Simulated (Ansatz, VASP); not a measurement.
# SnO in VASP and in Ansatz

Contents of INCAR:

```
SYSTEM = SnO
PREC = Accurate
ENCUT = 520
EDIFF = 1E-6
ISMEAR = 0
SIGMA = 0.05
LREAL = .FALSE.
LASPH = .TRUE.
NELM = 60
ALGO = Normal
ISIF = 2
LWAVE = .FALSE.
LCHARG = .TRUE.
LDIPOL = .TRUE.
IDIPOL = 3
DIPOL = 0.5 0.5 0.401
GGA = PE
IVDW = 12
LELF = .TRUE.
LVHAR = .TRUE.
LVACPOTAV = .TRUE.
NBANDS = 50
```

The input KPOINTS:

```
regular mesh
0
G
  7 7 1
  0 0 0
```

File POSCAR:

```
SnO
1.0
    3.8201631401      0.0000000000      0.0000000000
    0.0000000000      3.8201631401      0.0000000000
    0.0000000000      0.0000000000     22.2260824966
Sn O
4 4
Direct
    0.7500000000      0.2500000000      0.2024648294
    0.2500000000      0.7500000000      0.3087832167
    0.5000000000      1.0000000000      0.4932511724
    0.0000000000      1.5000000000      0.5995695597
    0.2500000000      0.2500000000      0.2556240230
    0.7500000000      0.7500000000      0.2556240230
    0.0000000000      1.0000000000      0.5464103660
    0.5000000000      1.5000000000      0.5464103660
```

Input for Ansatz:

```yaml
crystal:
  lattice:
    - [3.8201631401, 0.0, 0.0]
    - [0.0, 3.8201631401, 0.0]
    - [0.0, 0.0, 22.2260824966]
  atoms:
    - { symbol: Sn, position: [0.75, 0.25, 0.2024648294] }
    - { symbol: O, position: [0.25, 0.25, 0.255624023] }
    - { symbol: O, position: [0.75, 0.75, 0.255624023] }
    - { symbol: Sn, position: [0.25, 0.75, 0.3087832167] }
    - { symbol: Sn, position: [0.5, 1.0, 0.4932511724] }
    - { symbol: O, position: [0.0, 1.0, 0.546410366] }
    - { symbol: O, position: [0.5, 1.5, 0.546410366] }
    - { symbol: Sn, position: [0.0, 1.5, 0.5995695597] }
basis:
  ecutwfc: 420
kpoints:
  mp_grid: { grid: [7, 7, 1] }
hamiltonian:
  xc: pbe
  pseudopotentials: { kind: paw, azcp: { folder: soft_1 } }
  dispersion: d3bj
scf:
  occupations: { method: gaussian, width: 0.05 }
output:
  forces: true
  eigenvalues: true
efield:
  axis: 3
  dipole_correction: true
  ramp_width: 0.04
```

Alike in both runs: task single point; functional PBE; dispersion D3(BJ); k mesh 7 × 7 × 1; occupations gaussian, width 0.05 eV; no spin polarisation.

```csv
,VASP,Ansatz
version,VASP 6.6.1,Ansatz 0.2.0
potentials or method,"VASP PAW PBE potentials, release 64 (Sn_d, O), cutoff 520 eV","scalar-relativistic, plane waves, PAW"
valence electrons in the cell,80,80
```

Ansatz gave:

| Quantity | Value |
| --- | --- |
| gap on the k mesh at the Fermi level (eV) | 2.53 |
| least direct gap on the mesh (eV) | 2.59 |
| rms of the force components (eV/Å) | 0.017 |

**Question.** Estimate VASP's values.

**Answer.** gap on the k mesh at the Fermi level (eV): 2.51; least direct gap on the mesh (eV): 2.55; rms of the force components (eV/Å): 0.043.
